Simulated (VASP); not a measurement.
# Si16Ge (a cell with a defect) in VASP: notebook, part 2 of 2

VASP 6.6.1.

**4. Single point, PBE**

Input file INCAR:

```
ALGO = Normal ; EDIFF = 1E-6
ENCUT = 410 ; GGA = PE
GGA_COMPAT = False ; ISIF = 2
ISMEAR = 0 ; LASPH = True
LCHARG = False ; LREAL = False
LWAVE = False ; NBANDS = 53
NELM = 120 ; PREC = Accurate
SIGMA = 0.05
```

Input file KPOINTS:

```
k-points
0
Gamma
  2 2 2
```

Input file POSCAR:

```
Si16Ge
1.0
    0.0000000000      5.4300000000      5.4300000000
    5.4300000000      0.0000000000      5.4300000000
    5.4300000000      5.4300000000      0.0000000000
Si Ge
16 1
Direct
    0.0169183241      0.0162704420     -0.0506455801
    0.1169818600      0.1161743094      0.1125755985
   -0.0021921731     -0.0025857274      0.4911520258
    0.1401010129      0.1395684162      0.5796639963
   -0.0272541436      0.5098145488      0.0063744015
    0.1169514733      0.6530599448      0.1125625230
   -0.0021581952      0.5125429098      0.4911812155
    0.1105068140      0.6266163904      0.6352491713
    0.5105446593     -0.0279711786      0.0063789134
    0.6537348066      0.1162058932      0.1125705341
    0.5130552486     -0.0025856354      0.4911302026
    0.6270149171      0.1101095764      0.6352637201
    0.5105564457      0.5098080110      0.0063748619
    0.6085802947      0.6078488029      0.1744786372
    0.4836000000      0.4832042357      0.5490073665
    0.6270345304      0.6266201657      0.6352496317
    0.2774235727      0.2767725599      1.1678298343
```

Potentials or basis: VASP PAW PBE potentials, release 64 (Si, Ge_d).

Started as:

```sh
$ cat potpaw_PBE.64/Si/POTCAR potpaw_PBE.64/Ge_d/POTCAR > POTCAR
$ mpirun -np 1 vasp_std > vasp.out
```

OUTCAR:

```text
EDIFF = 1E-6
   ENCUT = 410
   GGA = PE
   ISIF = 2
   ISMEAR = 0
   LASPH = True
   LREAL = False
   NELM = 120
   PREC = Accurate

 ion  position               nearest neighbor table
   1  0.017  0.016  0.949-  10 2.29   2 2.29   6 2.29   4 2.32
   2  0.117  0.116  0.113-   1 2.29   3 2.38  17 2.41   9 2.47   5 2.47
   3  0.998  0.997  0.491-  12 2.33   8 2.33   4 2.35   2 2.38
   4  0.140  0.140  0.580-   1 2.32  11 2.35   3 2.35   7 2.35  17 2.58
   5  0.973  0.510  0.006-  14 2.30   8 2.33   6 2.47   2 2.47  17 2.59
   6  0.117  0.653  0.113-   1 2.29   7 2.38  17 2.41  13 2.47   5 2.47
   7  0.998  0.513  0.491-   8 2.33  16 2.33   4 2.35   6 2.38
   8  0.111  0.627  0.635-   5 2.33   3 2.33   7 2.33  15 2.35
   9  0.511  0.972  0.006-  14 2.30  12 2.33  10 2.47   2 2.47  17 2.59
  10  0.654  0.116  0.113-   1 2.29  11 2.38  17 2.41   9 2.47  13 2.47
  11  0.513  0.997  0.491-  12 2.33  16 2.33   4 2.35  10 2.38
  12  0.627  0.110  0.635-   9 2.33  11 2.33   3 2.33  15 2.35
  13  0.511  0.510  0.006-  14 2.30  16 2.33  10 2.47   6 2.47  17 2.59
  14  0.609  0.608  0.174-   5 2.30  13 2.30   9 2.30  15 2.35
  15  0.484  0.483  0.549-  14 2.35  16 2.35  12 2.35   8 2.35
  16  0.627  0.627  0.635-  13 2.33  11 2.33   7 2.33  15 2.35
  17  0.277  0.277  0.168-   6 2.41   2 2.41  10 2.41   4 2.58   5 2.59  13 2.59   9 2.59

  LATTYP: Found a face centered cubic cell.
 ALAT       =    10.8600000000

  Lattice vectors:

 A1 = (   0.0000000000,   5.4300000000,   5.4300000000)
 A2 = (   5.4300000000,   0.0000000000,   5.4300000000)
 A3 = (   5.4300000000,   5.4300000000,   0.0000000000)

Analysis of symmetry for initial positions (statically):
=====================================================================
 Subroutine PRICEL returns:
 Original cell was already a primitive cell.

 Routine SETGRP: Setting up the symmetry group for a
 face centered cubic supercell.

 Subroutine GETGRP returns: Found  1 space group operations
 (whereof  1 operations were pure point group operations)
 out of a pool of 48 trial point group operations.

[... 152 lines left out ...]
   GGA     = PE    functional components
   LHFCALC =     F    Hartree Fock is set to
   AEXX    =    0.0000 exact exchange contribution
   IVDW    =     0    specifies the selected vdW correction
   LEPSILON=     F    determine dielectric tensor
   LRPA    =     F    only Hartree local field effects (RPA)
 non-spin polarized calculation
 Gauss-broadening in eV      SIGMA  =   0.05
  energy-cutoff  :      410.00
  volume of cell :      320.21
 maximum number of plane-waves:      6062
 NGX is ok and might be reduce to    54
   NGX = 25   NGY = 25   NGZ = 25

 number of electron      78.0000000 magnetization

 Free energy of the ion-electron system (eV)
  ---------------------------------------------------
  ext. energy  EPLUGINS =         0.00000000
  ---------------------------------------------------
  free energy    TOTEN  =       -86.41318165 eV

  energy without entropy =      -86.40329327  energy(sigma->0) =      -86.40823746

 E-fermi :   6.8998     XC(G=0):  -9.7655

 val. band max:        6.7511728164   @ k =   0.0000   0.0000   0.0000
 cond. band min:       6.9153555611   @ k =   0.5000   0.0000   0.5000
 fundamental gap:      0.1641827448
 Fermi energy:         6.8998399287

 k-point     1 :       0.0000    0.0000    0.0000
  band No.  band energies     occupation
      1     -18.1847      2.00000
      2     -18.1847      2.00000
      3     -18.1796      2.00000
      4     -18.1611      2.00000
      5     -18.1610      2.00000
      6      -6.4405      2.00000
[... 421 lines left out ...]
     50      10.3343      0.00000
     51      10.5050      0.00000
 [bands above 51 left out]

------------------------ aborting loop because EDIFF is reached ----------------------------------------

  FORCE on cell =-STRESS in cart. coord.  units (eV):
  Direction    XX          YY          ZZ          XY          YZ          ZX
  --------------------------------------------------------------------------------------
  -------------------------------------------------------------------------------------
  Total       12.0101229     12.0097256     12.0084488     -1.6485971      1.6498050      1.6490010
  in kB       60.0936455     60.0916577     60.0852687     -8.2488921      8.2549358      8.2509132
  external PRESSURE =      60.0901906 kB  Pullay stress =       0.0000000 kB

 VOLUME and BASIS-vectors are now :
 -----------------------------------------------------------------------------
  energy-cutoff  :      410.00
  volume of cell :      320.21
      direct lattice vectors                 reciprocal lattice vectors
     0.000000000  5.430000000  5.430000000    -0.092081031  0.092081031  0.092081031
     5.430000000  0.000000000  5.430000000     0.092081031 -0.092081031  0.092081031
     5.430000000  5.430000000  0.000000000     0.092081031  0.092081031 -0.092081031

 POSITION                                       TOTAL-FORCE (eV/Angst)
 -----------------------------------------------------------------------------------
      5.24334      5.24686      0.18021        -0.003476     -0.001285      0.001789
      1.24211      1.24650      1.26604        -0.020509     -0.023435      0.020620
      8.08292      8.08505     10.83406        -0.003889     -0.000837      0.000893
      3.90543      3.90832      1.51861         0.013850      0.010882     -0.011689
      2.80291      5.31662      8.05030        -0.042586      0.024234      0.043439
      4.15733      1.24626      4.18116        -0.018459     -0.021818      0.020949
[... 9 lines left out ...]
      6.85195      6.85420      6.80734        -0.025508     -0.022820     -0.002181
      2.41419      2.41773      3.00929         0.346229      0.344946     -0.345285
 -----------------------------------------------------------------------------------
    total drift:                                0.000205      0.000353     -0.000462

  FREE ENERGIE OF THE ION-ELECTRON SYSTEM (eV)
  ---------------------------------------------------
  free  energy   TOTEN  =       -86.4131816472 eV

  energy  without entropy=      -86.4032932695  energy(sigma->0) =      -86.40823746
```

OSZICAR:

```text
N       E                     dE             d eps       ncg     rms          rms(c)
DAV:   1     0.360967581347E+03    0.36097E+03   -0.25701E+04   984   0.137E+03
DAV:   2    -0.262116987283E+02   -0.38718E+03   -0.35900E+03   920   0.322E+02
DAV:   3    -0.846740258406E+02   -0.58462E+02   -0.55763E+02  1037   0.963E+01
DAV:   4    -0.878731514723E+02   -0.31991E+01   -0.31263E+01  1072   0.261E+01
DAV:   5    -0.879750447716E+02   -0.10189E+00   -0.10155E+00  1088   0.456E+00    0.143E+01
DAV:   6    -0.868738732520E+02    0.11012E+01   -0.70430E-01  1019   0.294E+00    0.863E+00
DAV:   7    -0.864080578472E+02    0.46582E+00   -0.12662E+00  1000   0.343E+00    0.642E-01
DAV:   8    -0.864109147290E+02   -0.28569E-02   -0.10189E-01  1040   0.151E+00    0.372E-01
DAV:   9    -0.864126953403E+02   -0.17806E-02   -0.70447E-03  1104   0.356E-01    0.192E-01
DAV:  10    -0.864130258904E+02   -0.33055E-03   -0.96277E-04  1000   0.132E-01    0.821E-02
DAV:  11    -0.864131712768E+02   -0.14539E-03   -0.20947E-04   992   0.564E-02    0.191E-02
DAV:  12    -0.864131810148E+02   -0.97379E-05   -0.18514E-05  1088   0.170E-02    0.943E-03
DAV:  13    -0.864131816472E+02   -0.63242E-06   -0.33414E-06   928   0.749E-03
   1 F= -.86413182E+02 E0= -.86408237E+02  d E =-.988838E-02
```

Run time: 90 s. Hardware: 1 thread of AMD EPYC 9R45 (Zen 5), shared host; peak memory 0.38 GiB.

What came out:

```
Free energy            : -86.4132 eV
Pressure               : 6.0 GPa
Largest force          : 0.598 eV/Å
Band gap on the k mesh : zero (band 39 reaches 6.92 eV, above the bottom of band 40 at 6.75 eV)
```

Forces on the atoms (eV/Å):
```
Si  -0.003 -0.001  0.002
Si  -0.021 -0.023  0.021
Si  -0.004 -0.001  0.001
Si   0.014  0.011 -0.012
Si  -0.043  0.024  0.043
Si  -0.018 -0.022  0.021
Si  -0.003 -0.003  0.004
Si  -0.025  0.002  0.023
Si   0.023 -0.042  0.042
Si  -0.021 -0.021  0.023
Si  -0.003  0.000  0.001
Si   0.002 -0.024  0.024
Si  -0.042 -0.043 -0.024
Si  -0.079 -0.082  0.081
Si  -0.097 -0.097  0.097
Si  -0.026 -0.023 -0.002
Ge   0.346  0.345 -0.345
```

Caveat: the k points lie up to 0.50 Å⁻¹ apart.
